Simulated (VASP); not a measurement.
# Bi4O (P-43m) in VASP: density of states with PBE

Aim: the density of states of Bi4O with PBE.

All numbers are computed with VASP 6.6.1; they aren't measurements. Logs are shortened: lines on timing, memory, paths and dates and some standing lists are left out, and cuts for length are marked.

## 1. The cell of the first run

The structure is cubic, space group P-43m (No. 215). Conventional cell: a = 5.172 Å, b = 5.172 Å, c = 5.172 Å, α = 90.00°, β = 90.00°, γ = 90.00°. Bi (site symmetry 3m) has 1 O at 2.36 Å within 3.1 Å. O (site symmetry -43m) has 4 Bi at 2.36 Å within 3.1 Å.

## 2. Density of states, PBE

The input, POSCAR:

```
Bi4O
1.0
    5.1722010232      0.0000000000      0.0000000000
    0.0000000000      5.1722010232      0.0000000000
    0.0000000000      0.0000000000      5.1722010232
Bi O
4 1
Direct
    0.2637331889      0.2637331889      0.2637331889
    0.7362668111      0.7362668111      0.2637331889
    0.7362668111      0.2637331889      0.7362668111
    0.2637331889      0.7362668111      0.7362668111
    0.0000000000      0.0000000000      0.0000000000
```

The input, INCAR.step1:

```
PREC     = Accurate       # precision mode
ENCUT    = 520            # plane-wave cutoff, eV
EDIFF    = 1E-6           # SCF threshold, eV
ISMEAR   = 0              # smearing method
SIGMA    = 0.1            # smearing width, eV
LREAL    = F              # projectors in reciprocal space
LASPH    = T              # aspherical terms in the spheres
NELM     = 100            # most SCF steps
ALGO     = Normal         # electronic algorithm
ISIF     = 2              # what is computed and relaxed
LWAVE    = F              # write WAVECAR
LCHARG   = T              # write CHGCAR
GGA      = PE             # functional
NBANDS   = 41             # bands
```

The input, KPOINTS.step1:

```
Automatic mesh
0
Gamma
  8 8 8
```

The input, INCAR.step2:

```
PREC     = Accurate       # precision mode
ENCUT    = 520            # plane-wave cutoff, eV
EDIFF    = 1E-6           # SCF threshold, eV
ISMEAR   = -5             # smearing method
SIGMA    = 0.1            # smearing width, eV
LREAL    = F              # projectors in reciprocal space
LASPH    = T              # aspherical terms in the spheres
NELM     = 100            # most SCF steps
ALGO     = Normal         # electronic algorithm
ISIF     = 2              # what is computed and relaxed
LWAVE    = F              # write WAVECAR
LCHARG   = F              # write CHGCAR
GGA      = PE             # functional
LORBIT   = 10             # projections on sites
NEDOS    = 2001           # points of the DOS
ICHARG   = 11             # starting density
```

The input, KPOINTS.step2:

```
Automatic mesh
0
Gamma
  12 12 12
```

Potentials or basis: VASP PAW PBE potentials, release 64 (Bi_d, O).

The run is started by

```sh
$ cat potpaw_PBE.64/Bi_d/POTCAR potpaw_PBE.64/O/POTCAR > POTCAR
$ cp INCAR.step1 INCAR
$ cp KPOINTS.step1 KPOINTS
$ mpirun -np 1 vasp_std > vasp.out
$ cp INCAR.step2 INCAR
$ cp KPOINTS.step2 KPOINTS
$ mpirun -np 1 vasp_std > vasp.out
```

OUTCAR:

```text
PREC = Accurate
   ENCUT = 520
   EDIFF = 1E-6
   ISMEAR = -5
   LREAL = F
   LASPH = T
   NELM = 100
   ISIF = 2
   GGA = PE
   LORBIT = 10
   ICHARG = 11

 ion  position               nearest neighbor table
   1  0.264  0.264  0.264-   5 2.36   3 3.46   4 3.46   2 3.46   3 3.66   4 3.66   2 3.66   4 3.66
                             2 3.66   3 3.66   4 3.86   3 3.86   2 3.86
   2  0.736  0.736  0.264-   5 2.36   3 3.46   4 3.46   1 3.46   1 3.66   4 3.66   1 3.66   3 3.66
                             3 3.66   4 3.66   1 3.86   4 3.86   3 3.86
   3  0.736  0.264  0.736-   5 2.36   2 3.46   4 3.46   1 3.46   1 3.66   4 3.66   1 3.66   2 3.66
                             2 3.66   4 3.66   2 3.86   1 3.86   4 3.86
   4  0.264  0.736  0.736-   5 2.36   2 3.46   3 3.46   1 3.46   1 3.66   3 3.66   1 3.66   2 3.66
                             2 3.66   3 3.66   2 3.86   1 3.86   3 3.86
   5  0.000  0.000  0.000-   1 2.36   2 2.36   3 2.36   4 2.36

  LATTYP: Found a simple cubic cell.
 ALAT       =     5.1722010232

  Lattice vectors:

 A1 = (   5.1722010232,   0.0000000000,   0.0000000000)
 A2 = (   0.0000000000,   5.1722010232,   0.0000000000)
 A3 = (   0.0000000000,   0.0000000000,   5.1722010232)

Analysis of symmetry for initial positions (statically):
=====================================================================
 Subroutine PRICEL returns:
 Original cell was already a primitive cell.

 Routine SETGRP: Setting up the symmetry group for a
 simple cubic supercell.

 Subroutine GETGRP returns: Found 24 space group operations
 (whereof 24 operations were pure point group operations)
 out of a pool of 48 trial point group operations.

The static configuration has the point symmetry T_d .

Analysis of symmetry for dynamics (positions and initial velocities):
=====================================================================
 Subroutine PRICEL returns:
 Original cell was already a primitive cell.

 Routine SETGRP: Setting up the symmetry group for a
 simple cubic supercell.

 Subroutine GETGRP returns: Found 24 space group operations
 (whereof 24 operations were pure point group operations)
 out of a pool of 48 trial point group operations.

The dynamic configuration has the point symmetry T_d .

 Subroutine INISYM returns: Found 24 space group operations
 (whereof 24 operations are pure point group operations),
 and found     1 'primitive' translations

----------------------------------------------------------------------------------------
[... 107 lines left out ...]
   ISIF   =      2    stress and relaxation
   ISYM   =      2    0-nonsym 1-usesym 2-fastsym
   POTIM  = 0.5000    time-step for ionic-motion
   TEBEG  =    0.0;   TEEND  =   0.0 temperature during run
   PSTRESS=    0.0 pullay stress
   NELECT =      66.0000    total number of electrons
   NUPDOWN=      -1.0000    fix difference up-down
   EMIN   =  10.00;   EMAX   =-10.00  energy-range for DOS
   EFERMI =   0.00;   METHOD = LEGACY
   ISMEAR =    -5;   SIGMA  =   0.10  broadening in eV -4-tet -1-fermi 0-gaus
   EFERMI_NEDOS =   21; number of points for ismear=-14 and -15
   IALGO  =     38    algorithm
   IMIX   =      4    mixing-type and parameters
     AMIX     =   0.40;   BMIX     =  1.00
     AMIX_MAG =   1.60;   BMIX_MAG =  1.00
  volume/ion in A,a.u.               =      27.67       186.75
  Fermi-wavevector in a.u.,A,eV,Ry     =   1.279128  2.417202 22.261431  1.636169
  Thomas-Fermi vector in A             =   2.411631
   LORBIT       =     10    0 simple, 1 ext, 2 COOP (PROOUT), +10 PAW based schemes
   GGA     = PE    functional components
   LHFCALC =     F    Hartree Fock is set to
   AEXX    =    0.0000 exact exchange contribution
   IVDW    =     0    specifies the selected vdW correction
   LEPSILON=     F    determine dielectric tensor
   LRPA    =     F    only Hartree local field effects (RPA)
 non-spin polarized calculation
 Fermi weights with tetrahedron method with Bloechl corrections
  energy-cutoff  :      520.00
  volume of cell :      138.36
 maximum number of plane-waves:      3771
 NGX is ok and might be reduce to    40

 number of electron      65.9999964 magnetization

 Free energy of the ion-electron system (eV)
  ---------------------------------------------------
  ext. energy  EPLUGINS =         0.00000000
  ---------------------------------------------------
  free energy    TOTEN  =       -20.98866769 eV

  energy without entropy =      -20.98866769  energy(sigma->0) =      -20.98866769

 E-fermi :   7.2087     XC(G=0): -10.0899

 val. band max:        7.3082049525   @ k =   0.3333   0.3333   0.0833
 cond. band min:       7.0424872705   @ k =   0.4167   0.0000   0.0000
 fundamental gap:     -0.2657176820
 Fermi energy:         7.2086808994

 k-point     1 :       0.0000    0.0000    0.0000
  band No.  band energies     occupation
      1     -16.1023      2.00000
      2     -15.9491      2.00000
      3     -15.9491      2.00000
      4     -15.9251      2.00000
      5     -15.9251      2.00000
      6     -15.9251      2.00000
[... 997 lines left out ...]
     38       9.9627      0.00000
     39      10.6098      0.00000

 [... further k-points ...]
[... 5 lines left out ...]
  --------------------------------------------------------------------------------------
  -------------------------------------------------------------------------------------
  Total       -0.0590316     -0.0590316     -0.0590316      0.0000000      0.0000000      0.0000000
  in kB       -0.6835484     -0.6835484     -0.6835484      0.0000000      0.0000000      0.0000000
  external PRESSURE =      -0.6835484 kB  Pullay stress =       0.0000000 kB

 VOLUME and BASIS-vectors are now :
 -----------------------------------------------------------------------------
  energy-cutoff  :      520.00
  volume of cell :      138.36
      direct lattice vectors                 reciprocal lattice vectors
     5.172201023  0.000000000  0.000000000     0.193341287  0.000000000  0.000000000
     0.000000000  5.172201023  0.000000000     0.000000000  0.193341287  0.000000000
     0.000000000  0.000000000  5.172201023     0.000000000  0.000000000  0.193341287

 POSITION                                       TOTAL-FORCE (eV/Angst)
 -----------------------------------------------------------------------------------
      1.36408      1.36408      1.36408        -0.013352     -0.013352     -0.013352
      3.80812      3.80812      1.36408         0.013352      0.013352     -0.013352
      3.80812      1.36408      3.80812         0.013352     -0.013352      0.013352
      1.36408      3.80812      3.80812        -0.013352      0.013352      0.013352
      0.00000      0.00000      0.00000        -0.000000     -0.000000     -0.000000
 -----------------------------------------------------------------------------------
    total drift:                                0.000000      0.000000      0.000000

  FREE ENERGIE OF THE ION-ELECTRON SYSTEM (eV)
  ---------------------------------------------------
  free  energy   TOTEN  =       -20.9886676915 eV

  energy  without entropy=      -20.9886676915  energy(sigma->0) =      -20.98866769

 total charge

# of ion       s       p       d       tot
------------------------------------------
    1        1.566   1.180   9.934  12.680
    2        1.566   1.180   9.934  12.680
    3        1.566   1.180   9.934  12.680
    4        1.566   1.180   9.934  12.680
    5        1.613   3.306   0.000   4.919
--------------------------------------------------
tot          7.879   8.025  39.735  55.638
```

OUTCAR.step1:

```text
PREC = Accurate
   ENCUT = 520
   EDIFF = 1E-6
   ISMEAR = 0
   LREAL = F
[... 1293 lines left out ...]
      3.80812      3.80812      1.36408        -0.008309     -0.008309      0.008309
      3.80812      1.36408      3.80812        -0.008309      0.008309     -0.008309
      1.36408      3.80812      3.80812         0.008309     -0.008309     -0.008309
      0.00000      0.00000      0.00000         0.000000     -0.000000      0.000000
 -----------------------------------------------------------------------------------
    total drift:                                0.000000      0.000000      0.000000

  FREE ENERGIE OF THE ION-ELECTRON SYSTEM (eV)
  ---------------------------------------------------
  free  energy   TOTEN  =       -21.0046716445 eV

  energy  without entropy=      -20.9815062873  energy(sigma->0) =      -20.99308897
```

It took 8.4 min on 1 thread of AMD EPYC 7R43 (Zen 3), shared host; peak memory 0.42 GiB.

What came out:

| Property | Result |
| --- | --- |
| Valence electrons inside the program's atomic spheres | Bi 12.68; O 4.92 |

Caveat: spin-orbit coupling is left out, which moves the levels of the heavy elements; tetrahedron occupations give inexact forces and stress in metals.
